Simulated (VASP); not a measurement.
A run of VASP 6.6.1:

File INCAR:

```
SYSTEM = Br
ALGO = Normal ; EDIFF = 1E-7
ENCUT = 520 ; GGA = PE
ISIF = 2 ; ISMEAR = -1
LASPH = .TRUE. ; LCHARG = .TRUE.
LELF = .TRUE. ; LREAL = .FALSE.
LVHAR = .TRUE. ; LWAVE = .FALSE.
NBANDS = 14 ; NELM = 100
PREC = Accurate ; SIGMA = 0.05
```

Contents of KPOINTS:

```
k-points
0
G
  14 14 8
  0 0 0
```

POSCAR

```
Br
1.0
    3.0467664079      0.0000000000      0.0000000000
   -1.5233832039      2.6385771086      0.0000000000
    0.0000000000      0.0000000000      4.2848397513
Br
2
Direct
    0.3333333333      0.6666666667      0.2500000000
    0.6666666667      0.3333333333      0.7500000000
```

Potentials or basis: VASP PAW PBE potentials, release 64 (Br).

Launch:

```console
$ cat potpaw_PBE.64/Br/POTCAR > POTCAR
$ mpirun -np 1 vasp_std > vasp.out
```

Hardware: 1 thread of Intel(R) Xeon(R) 6975P-C (Granite Rapids) (shared host).

Question: How long does it take, and how much memory?

Answer: Wall time 22 s on 1 thread of Intel(R) Xeon(R) 6975P-C (Granite Rapids) (shared host), peak memory 0.17 GiB. Counts: scf iterations 12, k points 120.
